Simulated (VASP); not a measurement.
# BNO3 (R-3c) in VASP: single point with PBE

Aim: the single point of BNO3 with PBE.

Everything below comes from runs of VASP 6.6.1. Logs are shortened: lines on timing, memory, paths and dates and some standing lists are left out, and cuts for length are marked.

**1. The cell of the first run**

It takes space group R-3c (No. 167, trigonal). The conventional cell has a = 4.379 Å, b = 4.379 Å, c = 14.240 Å, α = 90.00°, β = 90.00°, γ = 120.00°. B (site symmetry -3) has 6 O at 1.73 Å within 2.3 Å. Within 2.8 Å of N (site symmetry 32) lie 12 O at 2.13 to 2.69 Å and 6 B at 2.79 Å. Within 2.3 Å of O (site symmetry 2) lie 2 B at 1.73 Å and 2 N at 2.13 to 2.25 Å and 4 O at 2.19 Å.

**2. Single point, PBE**

POSCAR reads:

```
BNO3
1.0
    1.7829300000     -3.9998350000      0.0000000000
    0.0000000000      2.3972870000     -3.6647730000
    5.3780870000      0.0000000000      0.0000000000
B N O
2 2 6
Direct
    0.0000000000      0.0000000000      0.0000000000
    0.0000000000      0.5000000000      0.5000000000
    0.5000000000      0.7500000000      0.7500000000
    0.5000000000      0.2500000000      0.2500000000
    0.9860000000      0.7500000000      0.7500000000
    0.5000000000      0.2360000000      0.7500000000
    0.0140000000      0.2640000000      0.7500000000
    0.0140000000      0.2500000000      0.2500000000
    0.5000000000      0.7640000000      0.2500000000
    0.9860000000      0.7360000000      0.2500000000
```

INCAR.step1 reads:

```
PREC = Accurate
ENCUT = 520
EDIFF = 1E-7
ISMEAR = -1
SIGMA = 0.1
LREAL = F
LASPH = T
NELM = 100
ALGO = Normal
ISIF = 2
LWAVE = F
LCHARG = T
GGA = PE
NBANDS = 37
```

KPOINTS.step1 reads:

```
regular mesh
0
Gamma
  7 7 7
```

INCAR.step2 reads:

```
PREC = Accurate
ENCUT = 520
EDIFF = 1E-7
ISMEAR = -5
SIGMA = 0.1
LREAL = F
LASPH = T
NELM = 100
ALGO = Normal
ISIF = 2
LWAVE = F
LCHARG = F
GGA = PE
LORBIT = 11
NBANDS = 37
NEDOS = 2001
ICHARG = 11
```

KPOINTS.step2 reads:

```
regular mesh
0
Gamma
  11 11 11
```

Potentials or basis: VASP PAW PBE potentials, release 64 (B, N, O).

Run with:

```sh
cat potpaw_PBE.64/B/POTCAR potpaw_PBE.64/N/POTCAR potpaw_PBE.64/O/POTCAR > POTCAR
cp INCAR.step1 INCAR
cp KPOINTS.step1 KPOINTS
mpirun -np 1 vasp_std > vasp.out
cp INCAR.step2 INCAR
cp KPOINTS.step2 KPOINTS
mpirun -np 1 vasp_std > vasp.out
```

OUTCAR:

```text
PREC = Accurate
   ENCUT = 520
   EDIFF = 1E-7
   ISMEAR = -5
   LREAL = F
   LASPH = T
   NELM = 100
   ISIF = 2
   GGA = PE
   LORBIT = 11
   ICHARG = 11

 ion  position               nearest neighbor table
   1  0.000  0.000  0.000-   5 1.73   8 1.73   7 1.73  10 1.73   6 1.73   9 1.73
   2  0.000  0.500  0.500-   7 1.73  10 1.73   8 1.73   5 1.73   9 1.73   6 1.73
   3  0.500  0.750  0.750-
   4  0.500  0.250  0.250-
   5  0.986  0.750  0.750-   2 1.73   1 1.73
   6  0.500  0.236  0.750-   1 1.73   2 1.73
   7  0.014  0.264  0.750-   2 1.73   1 1.73
   8  0.014  0.250  0.250-   2 1.73   1 1.73
   9  0.500  0.764  0.250-   1 1.73   2 1.73
  10  0.986  0.736  0.250-   2 1.73   1 1.73

  LATTYP: Found a trigonal (rhomboedric) cell.
 ALAT       =     5.3780921421
 COS(alpha) =     0.6684818529

  Lattice vectors:

 A1 = (   3.5951570000,   1.6025480000,   3.6647730000)
 A2 = (   5.3780870000,   0.0000000000,   0.0000000000)
 A3 = (   3.5951570000,   3.9998350000,   0.0000000000)

Analysis of symmetry for initial positions (statically):
=====================================================================
 Subroutine PRICEL returns:
 Original cell was already a primitive cell.

 Routine SETGRP: Setting up the symmetry group for a
 trigonal (rhombohedral) supercell.

 Subroutine GETGRP returns: Found 12 space group operations
 (whereof  6 operations were pure point group operations)
 out of a pool of 12 trial point group operations.

The static configuration has the point symmetry S_6 .
 The point group associated with its full space group is D_3d.

Analysis of symmetry for dynamics (positions and initial velocities):
=====================================================================
 Subroutine PRICEL returns:
 Original cell was already a primitive cell.

 Routine SETGRP: Setting up the symmetry group for a
 trigonal (rhombohedral) supercell.

 Subroutine GETGRP returns: Found 12 space group operations
 (whereof  6 operations were pure point group operations)
 out of a pool of 12 trial point group operations.

The dynamic configuration has the point symmetry S_6 .
 The point group associated with its full space group is D_3d.

 Subroutine INISYM returns: Found 12 space group operations
 (whereof  6 operations are pure point group operations),
 and found     1 'primitive' translations

----------------------------------------------------------------------------------------

                                     Primitive cell

  volume of cell :      78.8346

  direct lattice vectors                    reciprocal lattice vectors
     1.782930000 -3.999835000  0.000000000     0.000000000 -0.250010313 -0.163542591
     0.000000000  2.397287000 -3.664773000     0.000000000  0.000000000 -0.272868197
     5.378087000  0.000000000  0.000000000     0.185939722  0.082882796  0.054217232

  length of vectors
     4.379214474  4.379217522  5.378087000     0.298749620  0.272868197  0.210671892

  position of ions in fractional coordinates (direct lattice)
     0.000000000  0.000000000  0.000000000
     0.000000000  0.500000000  0.500000000
     0.500000000  0.750000000  0.750000000
     0.500000000  0.250000000  0.250000000
     0.986000000  0.750000000  0.750000000
     0.500000000  0.236000000  0.750000000
     0.014000000  0.264000000  0.750000000
     0.014000000  0.250000000  0.250000000
     0.500000000  0.764000000  0.250000000
     0.986000000  0.736000000  0.250000000

  ion indices of the primitive-cell ions
   primitive index   ion index
                 1           1
                 2           2
                 3           3
                 4           4
                 5           5
                 6           6
                 7           7
                 8           8
                 9           9
                10          10

----------------------------------------------------------------------------------------

 KPOINTS: regular mesh

Automatic generation of k-mesh.
 Grid dimensions read from file:
 generate k-points for:   11   11   11

 Generating k-lattice:

  Cartesian coordinates                     Fractional coordinates (reciprocal lattice)
     0.000000000 -0.022728210 -0.014867508     0.090909091  0.000000000  0.000000000
     0.000000000  0.000000000 -0.024806200     0.000000000  0.090909091  0.000000000
     0.016903611  0.007534800  0.004928839    -0.000000000  0.000000000  0.090909091

  Length of vectors
     0.027159056  0.024806200  0.019151990

  Shift w.r.t. Gamma in fractional coordinates (k-lattice)
     0.000000000  0.000000000  0.000000000

 TETIRR: Found   1950 inequivalent tetrahedra from     7986

 Subroutine IBZKPT returns following result:
 ===========================================

 Found    146 irreducible k-points:

 Following reciprocal coordinates:
            Coordinates               Weight
  0.000000  0.000000  0.000000      1.000000
  0.090909 -0.000000  0.000000      6.000000
  0.181818 -0.000000  0.000000      6.000000
  0.272727 -0.000000  0.000000      6.000000
  0.363636 -0.000000  0.000000      6.000000
  0.454545  0.000000  0.000000      6.000000
[... 16 lines left out ...]
  0.363636  0.272727  0.000000      6.000000
 -0.181818  0.272727  0.000000     12.000000
 [... further k-points ...]
   k-points           NKPTS =    146   k-points in BZ     NKDIM =    146   number of bands    NBANDS=     37
   number of dos      NEDOS =   2001   number of ions     NIONS =     10
   total plane-waves  NPLWV =  51840
   dimension x,y,z NGX =    36 NGY =   36 NGZ =   40
   dimension x,y,z NGXF=    72 NGYF=   72 NGZF=   80
   ions per type =               2   2   6
   NGX,Y,Z   is equivalent  to a cutoff of  13.67, 13.67, 12.36 a.u.
   NGXF,Y,Z  is equivalent  to a cutoff of  27.33, 27.33, 24.73 a.u.
 SYSTEM =  unknown system
   PREC   = accura    normal or accurate (medium, high low for compatibility)
   ISTART =      0    job   : 0-new  1-cont  2-samecut
   ICHARG =     11    charge: 1-file 2-atom 10-const
   ISPIN  =      1    spin polarized calculation?
   LNONCOLLINEAR =      F non collinear calculations
   LSORBIT =      F    spin-orbit coupling
   LASPH  =      T    aspherical Exc in radial PAW
   ENCUT  =  520.0 eV  38.22 Ry    6.18 a.u.   8.14  8.14 10.00*2*pi/ulx,y,z
   NELM   =    100;   NELMIN=  2; NELMDL=  0     # of ELM steps
   EDIFF  = 0.1E-06   stopping-criterion for ELM
   LREAL  =      F    real-space projection
   EDIFFG = 0.1E-05   stopping-criterion for IOM
   NSW    =      0    number of steps for IOM
   IBRION =     -1    ionic relax: 0-MD 1-quasi-New 2-CG
   NFREE  =      0    steps in history (QN), initial steepest desc. (CG)
   ISIF   =      2    stress and relaxation
   ISYM   =      2    0-nonsym 1-usesym 2-fastsym
   POTIM  = 0.5000    time-step for ionic-motion
   TEBEG  =    0.0;   TEEND  =   0.0 temperature during run
   PSTRESS=    0.0 pullay stress
   NELECT =      52.0000    total number of electrons
   NUPDOWN=      -1.0000    fix difference up-down
   EMIN   =  10.00;   EMAX   =-10.00  energy-range for DOS
   EFERMI =   0.00;   METHOD = LEGACY
   ISMEAR =    -5;   SIGMA  =   0.10  broadening in eV -4-tet -1-fermi 0-gaus
   EFERMI_NEDOS =   21; number of points for ismear=-14 and -15
   IALGO  =     38    algorithm
   IMIX   =      4    mixing-type and parameters
     AMIX     =   0.40;   BMIX     =  1.00
     AMIX_MAG =   1.60;   BMIX_MAG =  1.00
  volume/ion in A,a.u.               =       7.88        53.20
  Fermi-wavevector in a.u.,A,eV,Ry     =   1.425072  2.692996 27.631141  2.030832
  Thomas-Fermi vector in A             =   2.545496
   LORBIT       =     11    0 simple, 1 ext, 2 COOP (PROOUT), +10 PAW based schemes
   GGA     = PE    functional components
   LHFCALC =     F    Hartree Fock is set to
   AEXX    =    0.0000 exact exchange contribution
   IVDW    =     0    specifies the selected vdW correction
   LEPSILON=     F    determine dielectric tensor
   LRPA    =     F    only Hartree local field effects (RPA)
 non-spin polarized calculation
 Fermi weights with tetrahedron method with Bloechl corrections
  energy-cutoff  :      520.00
  volume of cell :       78.83
 maximum number of plane-waves:      2154
 NGX is ok and might be reduce to    36

 number of electron      52.0000017 magnetization

 Free energy of the ion-electron system (eV)
  ---------------------------------------------------
  ext. energy  EPLUGINS =         0.00000000
  ---------------------------------------------------
  free energy    TOTEN  =       -46.89174157 eV

  energy without entropy =      -46.89174157  energy(sigma->0) =      -46.89174157

 E-fermi :   3.5014     XC(G=0): -11.7746

 val. band max:        3.5694819365   @ k =  -0.0000   0.0000   0.4545
 cond. band min:       3.5033329032   @ k =   0.0000   0.4545   0.0000
 fundamental gap:     -0.0661490333
 Fermi energy:         3.5013812205

 k-point     1 :       0.0000    0.0000    0.0000
  band No.  band energies     occupation
      1     -17.9876      2.00000
      2     -16.3945      2.00000
      3     -13.9981      2.00000
      4     -13.9981      2.00000
      5     -13.1488      2.00000
      6     -13.1488      2.00000
[... 29 lines left out ...]
     36      10.9299      0.00000
     37      15.0914      0.00000

 k-point     2 :       0.0909   -0.0000    0.0000
  band No.  band energies     occupation
      1     -17.9243      2.00000
      2     -16.3687      2.00000
      3     -14.0839      2.00000
      4     -14.0163      2.00000
      5     -13.2920      2.00000
      6     -13.1505      2.00000
[... 29 lines left out ...]
     36      11.0791      0.00000
     37      15.1311      0.00000

 k-point     3 :       0.1818   -0.0000    0.0000
  band No.  band energies     occupation
      1     -17.7371      2.00000
      2     -16.2911      2.00000
      3     -14.3142      2.00000
      4     -14.0644      2.00000
      5     -13.6857      2.00000
      6     -13.1549      2.00000
[... 29 lines left out ...]
     36      11.4910      0.00000
     37      14.8444      0.00000

 k-point     4 :       0.2727   -0.0000    0.0000
  band No.  band energies     occupation
      1     -17.4372      2.00000
      2     -16.1619      2.00000
      3     -14.6273      2.00000
      4     -14.2420      2.00000
      5     -14.1249      2.00000
      6     -13.1606      2.00000
[... 29 lines left out ...]
     36      12.0071      0.00000
     37      13.8761      0.00000
[... 683 lines left out ...]
      1     -16.5365      2.00000
      2     -15.9449      2.00000
      3     -15.3946      2.00000
      4     -15.0864      2.00000
      5     -13.9842      2.00000
      6     -13.6727      2.00000
[... 29 lines left out ...]
     36      11.9812      0.00000
     37      13.3094      0.00000

 k-point    23 :       0.3636    0.2727    0.0000
  band No.  band energies     occupation
      1     -16.2934      2.00000
      2     -15.9290      2.00000
      3     -15.4344      2.00000
      4     -15.3676      2.00000
      5     -14.0115      2.00000
      6     -13.6893      2.00000
[... 29 lines left out ...]
     36      12.0840      0.00000
     37      13.3833      0.00000

 k-point    24 :      -0.1818    0.2727    0.0000
  band No.  band energies     occupation
      1     -17.6271      2.00000
      2     -16.1056      2.00000
      3     -14.6698      2.00000
      4     -14.0221      2.00000
      5     -13.7903      2.00000
      6     -13.2966      2.00000
[... 29 lines left out ...]
     36      12.1413      0.00000
     37      14.9995      0.00000

 [... further k-points ...]

------------------------ aborting loop because EDIFF is reached ----------------------------------------

  FORCE on cell =-STRESS in cart. coord.  units (eV):
  Direction    XX          YY          ZZ          XY          YZ          ZX
  --------------------------------------------------------------------------------------
  -------------------------------------------------------------------------------------
  Total      -15.9836367     -4.7836531     -3.1948480     -6.2303439     -1.8166838     -4.0755507
  in kB     -324.8397759    -97.2194777    -64.9297606   -126.6209660    -36.9209576    -82.8285209
  external PRESSURE =    -162.3296714 kB  Pullay stress =       0.0000000 kB

 VOLUME and BASIS-vectors are now :
 -----------------------------------------------------------------------------
  energy-cutoff  :      520.00
  volume of cell :       78.83
      direct lattice vectors                 reciprocal lattice vectors
     1.782930000 -3.999835000  0.000000000     0.000000000 -0.250010313 -0.163542591
     0.000000000  2.397287000 -3.664773000     0.000000000  0.000000000 -0.272868197
     5.378087000  0.000000000  0.000000000     0.185939722  0.082882796  0.054217232

 POSITION                                       TOTAL-FORCE (eV/Angst)
 -----------------------------------------------------------------------------------
      0.00000      0.00000      0.00000        -0.000000     -0.000000     -0.000000
      2.68904      1.19864     -1.83239        -0.000000     -0.000000     -0.000000
      4.92503     -0.20195     -2.74858        -0.000000     -0.000000     -0.000000
      2.23599     -1.40060     -0.91619        -0.000000     -0.000000     -0.000000
      5.79153     -2.14587     -2.74858        -0.471018      1.056684     -0.000000
      4.92503     -1.43416     -0.86489        -0.000000     -0.633320      0.968167
      4.05853      0.57689     -0.96750         0.471018     -0.423364     -0.968167
      1.36948      0.54332     -0.91619         0.471018     -1.056684     -0.000000
      2.23599     -0.16839     -2.79989        -0.000000      0.633320     -0.968167
      3.10249     -2.17943     -2.69727        -0.471018      0.423364      0.968167
 -----------------------------------------------------------------------------------
    total drift:                                0.000000      0.000000     -0.000000

  FREE ENERGIE OF THE ION-ELECTRON SYSTEM (eV)
  ---------------------------------------------------
  free  energy   TOTEN  =       -46.8917415661 eV

  energy  without entropy=      -46.8917415661  energy(sigma->0) =      -46.89174157

 total charge

# of ion       s       p       d       tot
------------------------------------------
    1        0.512   0.857   0.000   1.369
    2        0.512   0.857   0.000   1.369
    3        1.428   1.790   0.000   3.218
    4        1.428   1.790   0.000   3.218
    5        1.606   3.243   0.000   4.849
    6        1.606   3.243   0.000   4.849
    7        1.606   3.243   0.000   4.849
    8        1.606   3.243   0.000   4.849
    9        1.606   3.243   0.000   4.849
   10        1.606   3.243   0.000   4.849
--------------------------------------------------
tot         13.516  24.750   0.000  38.265
```

Run time: 6.6 min. Hardware: 1 thread of Intel Xeon Platinum 8259CL at 2.50GHz (Skylake/Cascade Lake), shared host; peak memory 0.43 GiB.

Results:

| Property | Result |
| --- | --- |
| Valence electrons inside the program's atomic spheres | B 1.37; N 3.22; O 4.85 |
